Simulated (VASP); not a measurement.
Crystal: AgI.

```
Ag I
1.0
     4.65087    0.00000    0.00000
    -2.32544    4.02777    0.00000
     0.00000    0.00000    7.71329
Ag I
2 2
Direct
  0.33333 0.66667 0.00204
  0.66667 0.33333 0.50204
  0.33333 0.66667 0.37296
  0.66667 0.33333 0.87296
```

This cell differs from its parent crystal: uniaxial z strain +1.5%.

Base run:

```yaml
Program: VASP 6.6.1
Functional: HSE06
Potentials_or_basis: VASP PAW PBE potentials, release 64 (Ag, I)
Cutoff: 400 eV
k_mesh: 6 × 6 × 2
Occupations: gaussian, width 0.01 eV
Spin: no spin polarisation
```

Its results: band gap on the k mesh 2.50 eV, direct; pressure -0.1 GPa.

Task: The run is repeated on the same cell with these changes: functional from HSE06 to r2SCAN; cutoff from 400 eV to 550 eV; k mesh from 6 × 6 × 2 to 6 × 6 × 4. What comes out?

Result: Band gap on the k mesh 1.82 eV, direct; pressure -0.5 GPa.

Several settings changed at once, so the effect can't be laid on one alone.

Caveats: the PAW data sets were made with another functional, which shifts forces and pressure a little; spin-orbit coupling is left out, which moves the levels of the heavy elements.

